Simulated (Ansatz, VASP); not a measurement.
# ZrCrSb3 in VASP and in Ansatz

```
CELL_PARAMETERS angstrom
5.52426 0.00000 0.00000
0.00000 5.52426 0.00000
0.00000 0.00000 5.52426
ATOMIC_POSITIONS crystal
Zr 0.50000 0.50000 0.50000
Cr 0.00000 0.00000 0.00000
Sb 0.00000 0.50000 0.50000
Sb 0.50000 0.00000 0.50000
Sb 0.50000 0.50000 0.00000
```

Alike in both runs: functional PBE; k mesh 4 × 4 × 4; occupations gaussian, width 0.1 eV; collinear spin.

Ansatz relaxed the structure, and its values are those at the end. VASP's run is a single point on that final structure, the one shown.

|  | VASP | Ansatz |
| --- | --- | --- |
| version | VASP 6.6.1 | Ansatz 0.2.0 |
| potentials or method | VASP PAW PBE potentials, release 64 (Zr_sv, Cr_pv, Sb), cutoff 520 eV | scalar-relativistic, plane waves, PAW |
| valence electrons in the cell | 39 | 71 |

VASP gave:

* gap on the k mesh at the Fermi level (eV): none
* pressure (GPa): -0.1
* net moment per atom (μB): 1.01
* size of the moment on the site where the two differ most (μB): 4.29

**Question.** Estimate Ansatz's values.

**Answer.** gap on the k mesh at the Fermi level (eV): none; pressure (GPa): 0.0; net moment per atom (μB): 1.01; size of the moment on the site where the two differ most (μB): 4.79.

Site moments also hang on the region over which each program counts them. A gap of «none» marks a metal or a gap that the smearing closes. VASP's potentials hold 39 valence electrons a cell and Ansatz's 71, so a difference there can come from the potentials and not from the codes.

Spin-orbit coupling is off throughout.
